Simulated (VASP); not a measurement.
A run of VASP 6.6.1:

INCAR

```
ALGO = Normal
EDIFF = 1E-6
ENCUT = 520
ISIF = 2
ISMEAR = -1
LASPH = True
LCHARG = False
LREAL = False
LWAVE = False
NBANDS = 18
NELM = 60
PREC = Accurate
SIGMA = 0.05
```

Contents of KPOINTS:

```
k-points
0
Gamma
  10 10 10
```

Contents of POSCAR:

```
ScCd
1.0
    3.3403099166      0.0000000000      0.0000000000
    0.0000000000      3.3403099166      0.0000000000
    0.0000000000      0.0000000000      3.3403099166
Sc Cd
1 1
Direct
    0.5000000000      0.5000000000      0.5000000000
    0.0000000000      0.0000000000      0.0000000000
```

Potentials or basis: VASP PAW LDA potentials, release 64 (Sc_sv, Cd).

The run is started by

```sh
$ cat potpaw_LDA.64/Sc_sv/POTCAR potpaw_LDA.64/Cd/POTCAR > POTCAR
$ mpirun -np 1 vasp_std > vasp.out
```

Hardware: 1 thread of Intel(R) Xeon(R) 6975P-C (Granite Rapids), on a shared host.

Task: How long does it take, and how much memory?

Result: Run time: 19 s on 1 thread of Intel(R) Xeon(R) 6975P-C (Granite Rapids), with other jobs on the host, peak memory 0.16 GiB. Counts: scf iterations 12, k points 56.
